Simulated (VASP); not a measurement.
# Si8O in VASP: single point with PBE+D3(BJ)

Aim: the single point of Si8O with PBE+D3(BJ).

Everything below comes from runs of VASP 6.6.1. Logs are shortened: lines on timing, memory, paths and dates and some standing lists are left out, and cuts for length are marked.

## 1. The cell of the first run

The cell holds a slab with vacuum, 9 atoms: a = 3.816 Å, b = 6.313 Å, c = 21.332 Å, α = 90.00°, β = 90.00°, γ = 90.00°.

## 2. Single point, PBE+D3(BJ), collinear spin, ferromagnetic start

File INCAR:

```
ALGO = Normal ; DIPOL = 0.5 0.5 0.313
EDIFF = 1E-6 ; ENCUT = 520
GGA = PE ; IDIPOL = 3
ISIF = 2 ; ISMEAR = 0
ISPIN = 2 ; IVDW = 12
LASPH = True ; LCHARG = False
LDIPOL = True ; LORBIT = 11
LREAL = False ; LWAVE = False
MAGMOM = 0 0 0 0 0 0 0 0 2 ; NBANDS = 33
NELM = 150 ; PREC = Accurate
SIGMA = 0.05
```

File KPOINTS:

```
k-points
0
Gamma
  7 4 1
```

File POSCAR:

```
Si8O
1.0
    3.8155170209      0.0000000000      0.0000000000
    0.0000000000      6.3129357835      0.0000000000
    0.0000000000      0.0000000000     21.3318711348
Si O
8 1
Direct
    0.0000000000      0.9369021389      0.1875128522
    0.0000000000      0.5630978611      0.1875128522
    0.5000000000      0.4369021389      0.2391466205
    0.5000000000      0.0630978611      0.2391466205
    0.5000000000      0.9332664455      0.3430438269
    0.5000000000      0.5667335545      0.3430438269
    0.0000000000      0.4266292811      0.3858954089
    0.0000000000      0.0733707189      0.3858954089
    0.0000000000      0.7599626144      0.5030909416
```

Potentials or basis: VASP PAW PBE potentials, release 64 (Si, O).

Started as:

```sh
> cat potpaw_PBE.64/Si/POTCAR potpaw_PBE.64/O/POTCAR > POTCAR
> mpirun -np 1 vasp_std > vasp.out
```

OUTCAR:

```text
EDIFF = 1E-6
   ENCUT = 520
   GGA = PE
   ISIF = 2
   ISMEAR = 0
   ISPIN = 2
   IVDW = 12
   LASPH = True
   LORBIT = 11
   LREAL = False
   NELM = 150
   PREC = Accurate
 IVDW          = 12

 ion  position               nearest neighbor table
   1  0.000  0.937  0.188-   4 2.34   4 2.34   2 2.36
   2  0.000  0.563  0.188-   3 2.34   3 2.34   1 2.36
   3  0.500  0.437  0.239-   2 2.34   2 2.34   4 2.36   6 2.36
   4  0.500  0.063  0.239-   1 2.34   1 2.34   3 2.36   5 2.36
   5  0.500  0.933  0.343-   8 2.29   8 2.29   6 2.31   4 2.36
   6  0.500  0.567  0.343-   7 2.29   7 2.29   5 2.31   3 2.36
   7  0.000  0.427  0.386-   8 2.23   6 2.29   6 2.29
   8  0.000  0.073  0.386-   7 2.23   5 2.29   5 2.29
   9  0.000  0.760  0.503-

  LATTYP: Found a simple orthorhombic cell.
 ALAT       =     3.8155170209
 B/A-ratio  =     1.6545426869
 C/A-ratio  =     5.5908205934

  Lattice vectors:

 A1 = (   3.8155170209,   0.0000000000,   0.0000000000)
 A2 = (   0.0000000000,   6.3129357835,   0.0000000000)
 A3 = (   0.0000000000,   0.0000000000,  21.3318711348)

Analysis of symmetry for initial positions (statically):
=====================================================================
 Subroutine PRICEL returns:
 Original cell was already a primitive cell.

 Routine SETGRP: Setting up the symmetry group for a
 simple orthorhombic supercell.

 Subroutine GETGRP returns: Found  2 space group operations
 (whereof  2 operations were pure point group operations)
 out of a pool of  8 trial point group operations.

The static configuration has the point symmetry C_1h.

Analysis of symmetry for dynamics (positions and initial velocities):
=====================================================================
 Subroutine PRICEL returns:
 Original cell was already a primitive cell.

 Routine SETGRP: Setting up the symmetry group for a
 simple orthorhombic supercell.

 Subroutine GETGRP returns: Found  2 space group operations
 (whereof  2 operations were pure point group operations)
 out of a pool of  8 trial point group operations.

The dynamic configuration has the point symmetry C_1h.

Analysis of structural, dynamic, and magnetic symmetry:
=====================================================================
 Subroutine PRICEL returns:
 Original cell was already a primitive cell.

 Routine SETGRP: Setting up the symmetry group for a
 simple orthorhombic supercell.

 Subroutine GETGRP returns: Found  2 space group operations
 (whereof  2 operations were pure point group operations)
 out of a pool of  8 trial point group operations.

The overall configuration has the point symmetry C_1h.

 Subroutine INISYM returns: Found  2 space group operations
 (whereof  2 operations are pure point group operations),
 and found     1 'primitive' translations

----------------------------------------------------------------------------------------

                                     Primitive cell

  volume of cell :     513.8232

  direct lattice vectors                    reciprocal lattice vectors
     3.815517021  0.000000000  0.000000000     0.262087679  0.000000000  0.000000000
     0.000000000  6.312935784  0.000000000     0.000000000  0.158404906  0.000000000
     0.000000000  0.000000000 21.331871135     0.000000000  0.000000000  0.046878213

  length of vectors
     3.815517021  6.312935784 21.331871135     0.262087679  0.158404906  0.046878213

  position of ions in fractional coordinates (direct lattice)
     0.000000000  0.936902139  0.187512852
     0.000000000  0.563097861  0.187512852
     0.500000000  0.436902139  0.239146621
     0.500000000  0.063097861  0.239146621
     0.500000000  0.933266446  0.343043827
     0.500000000  0.566733554  0.343043827
     0.000000000  0.426629281  0.385895409
     0.000000000  0.073370719  0.385895409
     0.000000000  0.759962614  0.503090942

  ion indices of the primitive-cell ions
   primitive index   ion index
                 1           1
                 2           2
                 3           3
                 4           4
                 5           5
                 6           6
                 7           7
                 8           8
                 9           9

----------------------------------------------------------------------------------------

 KPOINTS: k-points

Automatic generation of k-mesh.
 Grid dimensions read from file:
 generate k-points for:    7    4    1

 Generating k-lattice:

  Cartesian coordinates                     Fractional coordinates (reciprocal lattice)
     0.037441097  0.000000000  0.000000000     0.142857143  0.000000000  0.000000000
     0.000000000  0.039601227  0.000000000     0.000000000  0.250000000  0.000000000
     0.000000000  0.000000000  0.046878213     0.000000000  0.000000000  1.000000000

  Length of vectors
     0.037441097  0.039601227  0.046878213

  Shift w.r.t. Gamma in fractional coordinates (k-lattice)
     0.000000000  0.000000000  0.000000000

 Subroutine IBZKPT returns following result:
 ===========================================

 Found     12 irreducible k-points:

 Following reciprocal coordinates:
            Coordinates               Weight
  0.000000  0.000000  0.000000      1.000000
  0.142857  0.000000  0.000000      2.000000
  0.285714  0.000000  0.000000      2.000000
  0.428571  0.000000  0.000000      2.000000
  0.000000  0.250000  0.000000      2.000000
  0.142857  0.250000  0.000000      4.000000
  0.285714  0.250000  0.000000      4.000000
  0.428571  0.250000  0.000000      4.000000
  0.000000  0.500000  0.000000      1.000000
  0.142857  0.500000  0.000000      2.000000
  0.285714  0.500000  0.000000      2.000000
  0.428571  0.500000  0.000000      2.000000
   k-points           NKPTS =     12   k-points in BZ     NKDIM =     12   number of bands    NBANDS=     33
   number of dos      NEDOS =    301   number of ions     NIONS =      9
   total plane-waves  NPLWV = 215040
   dimension x,y,z NGX =    28 NGY =   48 NGZ =  160
   dimension x,y,z NGXF=    56 NGYF=   96 NGZF=  320
   ions per type =               8   1
   NGX,Y,Z   is equivalent  to a cutoff of  12.20, 12.64, 12.47 a.u.
   NGXF,Y,Z  is equivalent  to a cutoff of  24.40, 25.28, 24.94 a.u.
 SYSTEM =  unknown system
   PREC   = accura    normal or accurate (medium, high low for compatibility)
   ISTART =      0    job   : 0-new  1-cont  2-samecut
   ICHARG =      2    charge: 1-file 2-atom 10-const
   ISPIN  =      2    spin polarized calculation?
   LNONCOLLINEAR =      F non collinear calculations
   LSORBIT =      F    spin-orbit coupling
   LASPH  =      T    aspherical Exc in radial PAW
   ENCUT  =  520.0 eV  38.22 Ry    6.18 a.u.   7.09 11.74 39.66*2*pi/ulx,y,z
   NELM   =    150;   NELMIN=  2; NELMDL= -5     # of ELM steps
   EDIFF  = 0.1E-05   stopping-criterion for ELM
   LREAL  =      F    real-space projection
   EDIFFG = 0.1E-04   stopping-criterion for IOM
   NSW    =      0    number of steps for IOM
   IBRION =     -1    ionic relax: 0-MD 1-quasi-New 2-CG
   NFREE  =      0    steps in history (QN), initial steepest desc. (CG)
   ISIF   =      2    stress and relaxation
   ISYM   =      2    0-nonsym 1-usesym 2-fastsym
   POTIM  = 0.5000    time-step for ionic-motion
   TEBEG  =    0.0;   TEEND  =   0.0 temperature during run
   PSTRESS=    0.0 pullay stress
   NELECT =      38.0000    total number of electrons
   NUPDOWN=      -1.0000    fix difference up-down
   EMIN   =  10.00;   EMAX   =-10.00  energy-range for DOS
   EFERMI =   0.00;   METHOD = LEGACY
   ISMEAR =     0;   SIGMA  =   0.05  broadening in eV -4-tet -1-fermi 0-gaus
   EFERMI_NEDOS =   21; number of points for ismear=-14 and -15
   IALGO  =     38    algorithm
   IMIX   =      4    mixing-type and parameters
     AMIX     =   0.40;   BMIX     =  1.00
     AMIX_MAG =   1.60;   BMIX_MAG =  1.00
  volume/ion in A,a.u.               =      57.09       385.27
  Fermi-wavevector in a.u.,A,eV,Ry     =   0.687171  1.298565  6.424724  0.472204
  Thomas-Fermi vector in A             =   1.767609
   LORBIT       =     11    0 simple, 1 ext, 2 COOP (PROOUT), +10 PAW based schemes
   GGA     = PE    functional components
   LHFCALC =     F    Hartree Fock is set to
   AEXX    =    0.0000 exact exchange contribution
   IVDW    =    12    specifies the selected vdW correction
   LEPSILON=     F    determine dielectric tensor
   LRPA    =     F    only Hartree local field effects (RPA)
 spin polarized calculation
 Gauss-broadening in eV      SIGMA  =   0.05
  energy-cutoff  :      520.00
  volume of cell :      513.82
 maximum number of plane-waves:     13860
   NGX = 15   NGY = 23   NGZ = 79

 dipolmoment           0.000000      0.000000     -0.038006 electrons x Angstroem

 number of electron      37.9999997 magnetization       1.4868443

 dipolmoment           0.000000      0.000000      0.298808 electrons x Angstroem

 Free energy of the ion-electron system (eV)
  ---------------------------------------------------
  ext. energy  EPLUGINS =         0.00000000
  ---------------------------------------------------
  free energy    TOTEN  =       -42.08283732 eV

  energy without entropy =      -42.07981762  energy(sigma->0) =      -42.08132747

 E-fermi :  -2.1027     XC(G=0):  -3.9175

 val. band max:       -2.1405637154   @ k =   0.4286   0.2500   0.0000
 cond. band min:      -2.0937136990   @ k =   0.1429   0.5000   0.0000
 fundamental gap:      0.0468500164
 Fermi energy:        -2.1026507266

 spin component 1

 k-point     1 :       0.0000    0.0000    0.0000
  band No.  band energies     occupation
      1     -19.3620      1.00000
      2     -13.7622      1.00000
      3     -12.4213      1.00000
      4     -11.3771      1.00000
      5      -9.9641      1.00000
      6      -9.3988      1.00000
[... 397 lines left out ...]
     30       2.7630      0.00000
     31       3.0501      0.00000
 Fermi energy:        -2.1026507266

 spin component 2

 k-point     1 :       0.0000    0.0000    0.0000
  band No.  band energies     occupation
      1     -16.6404      1.00000
      2     -13.7567      1.00000
      3     -12.4280      1.00000
      4     -11.3921      1.00000
      5      -9.9804      1.00000
      6      -9.3726      1.00000
[... 397 lines left out ...]
     30       2.7599      0.00000
     31       3.0473      0.00000
 [bands above 31 left out]

------------------------ aborting loop because EDIFF is reached ----------------------------------------

 vacuum level on the upper side and lower side of the slab       (xc-potential included)         1.089        -1.097

 Edisp (eV)   -2.16716

 E8    (eV) :    -0.9315

  FORCE on cell =-STRESS in cart. coord.  units (eV):
  Direction    XX          YY          ZZ          XY          YZ          ZX
  --------------------------------------------------------------------------------------
  -------------------------------------------------------------------------------------
  Total       1.76143    -2.63736    -3.74098     0.00000     0.13755     0.00000
  in kB       5.49240    -8.22368   -11.66494     0.00000     0.42891     0.00000
  external pressure =       -4.80 kB  Pullay stress =        0.00 kB

 VOLUME and BASIS-vectors are now :
 -----------------------------------------------------------------------------
  energy-cutoff  :      520.00
  volume of cell :      513.82
      direct lattice vectors                 reciprocal lattice vectors
     3.815517021  0.000000000  0.000000000     0.262087679  0.000000000  0.000000000
     0.000000000  6.312935784  0.000000000     0.000000000  0.158404906  0.000000000
     0.000000000  0.000000000 21.331871135     0.000000000  0.000000000  0.046878213

 POSITION                                       TOTAL-FORCE (eV/Angst)
 -----------------------------------------------------------------------------------
      0.00000      5.91460      4.00000         0.000000     -0.751177      0.581906
      0.00000      3.55480      4.00000         0.000000      0.752039      0.579528
      1.90776      2.75814      5.10144         0.000000     -0.028736     -0.622772
      1.90776      0.39833      5.10144         0.000000      0.026016     -0.617997
      1.90776      5.89165      7.31777         0.000000      0.008142     -0.005611
      1.90776      3.57775      7.31777         0.000000     -0.015784      0.010234
      0.00000      2.69328      8.23187         0.000000      0.746015      0.526006
      0.00000      0.46318      8.23187         0.000000     -0.786838      0.616075
      0.00000      4.79760     10.73187         0.000000      0.050323     -1.067371
 -----------------------------------------------------------------------------------
    total drift:                               -0.000000     -0.000030      0.000092

  FREE ENERGIE OF THE ION-ELECTRON SYSTEM (eV)
  ---------------------------------------------------
  free  energy   TOTEN  =       -44.2499923649 eV

  energy  without entropy=      -44.2469726685  energy(sigma->0) =      -44.24848252

 vacuum level on the upper side and lower side of the slab         4.918         2.674

 total charge

# of ion       s       p       d       tot
------------------------------------------
    1        0.790   0.851   0.000   1.642
    2        0.790   0.851   0.000   1.642
    3        0.761   0.908   0.000   1.669
    4        0.761   0.908   0.000   1.669
    5        0.757   0.946   0.000   1.703
    6        0.757   0.946   0.000   1.703
    7        0.785   0.887   0.000   1.672
    8        0.784   0.885   0.000   1.670
    9        1.614   2.993   0.000   4.607
--------------------------------------------------
tot          7.802  10.175   0.000  17.977

 magnetization (x)

# of ion       s       p       d       tot
------------------------------------------
    1       -0.005  -0.015   0.000  -0.019
    2       -0.006  -0.021   0.000  -0.027
    3       -0.000  -0.005   0.000  -0.005
    4       -0.000  -0.005   0.000  -0.006
    5       -0.001  -0.004   0.000  -0.005
    6       -0.001  -0.006   0.000  -0.007
    7        0.002   0.015   0.000   0.017
    8        0.001   0.005   0.000   0.007
    9        0.014   1.249   0.000   1.263
--------------------------------------------------
tot          0.004   1.214   0.000   1.218
```

Run time: 16 min. Hardware: 1 thread of AMD EPYC 7R13 (Zen 3), shared host; peak memory 0.8 GiB.

What came out:

* Free energy: -44.2500 eV
* Largest force: 1.069 eV/Å
* Net moment: 1.49 μB per cell
* Site moments: Si -0.02, -0.03, -0.01, +0.02, +0.01 (each value once); O +1.26 μB
* Valence electrons inside the program's atomic spheres: Si 1.64, 1.67, 1.70 (each value once); O 4.61
* Dispersion energy per atom: -0.241 eV

Forces in eV/Å, atoms in the order of the input:
```
Si   0.000 -0.751  0.582
Si   0.000  0.752  0.580
Si   0.000 -0.029 -0.623
Si   0.000  0.026 -0.618
Si   0.000  0.008 -0.006
Si   0.000 -0.016  0.010
Si   0.000  0.746  0.526
Si   0.000 -0.787  0.616
O    0.000  0.050 -1.067
```

Levels at points of the mesh, in eV from the Fermi level:
Spin up:
| k point | band 18 | band 19 | band 20 | band 21 | band 22 | band 23 |
| --- | --- | --- | --- | --- | --- | --- |
| (0.00, 0.00, 0.00) | -0.81 | -0.07 | 0.31 | 0.37 | 1.34 | 1.76 |
| (0.00, 0.50, 0.00) | -0.99 | -0.92 | -0.77 | 0.82 | 1.31 | 1.98 |
Spin down:
```csv
k point,band 14,band 15,band 16,band 17,band 18,band 19,band 20,band 21,band 22,band 23
"(0.00, 0.00, 0.00)",-1.04,-0.87,-0.53,-0.13,-0.08,0.41,0.46,1.04,1.36,1.74
"(0.00, 0.50, 0.00)",-1.26,-1.06,-1.05,-1.01,-0.20,-0.06,0.82,1.04,1.36,1.97
```
